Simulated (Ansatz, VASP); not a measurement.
Two plane-wave programs on Si4N

```
Si N
1.0
     3.81664    0.00000    0.00000
    -1.90832    3.30531    0.00000
     0.00000    0.00000    7.51974
Si N
4 1
Direct
  0.00000 0.00000 0.78124
  0.00000 0.00000 0.21876
  0.33333 0.66667 0.34421
  0.33333 0.66667 0.65579
  0.00000 0.00000 0.00000
```

Alike in both runs: functional PBE; k mesh 5 × 5 × 3; occupations gaussian, width 0.2 eV; no spin polarisation.

Ansatz relaxed the structure, and its values are those at the end. VASP's run is a single point on that final structure, the one shown.

|  | VASP | Ansatz |
| --- | --- | --- |
| version | VASP 6.6.1 | Ansatz 0.2.0 |
| potentials or method | VASP PAW PBE potentials, release 64 (Si, N), cutoff 520 eV | scalar-relativistic, plane waves, PAW |
| valence electrons in the cell | 21 | 21 |

|  | VASP | Ansatz | Ansatz less VASP |
| --- | --- | --- | --- |
| gap on the k mesh at the Fermi level (eV) | none | none | - |
| pressure (GPa) | -0.1 | 0.0 | +0.09 |
| rms of the force components (eV/Å) | 0.002 | 0.009 | +0.0072 |

A gap of «none» marks a metal or a gap that the smearing closes.

The k mesh is coarse, so the values compare programs but aren't converged.
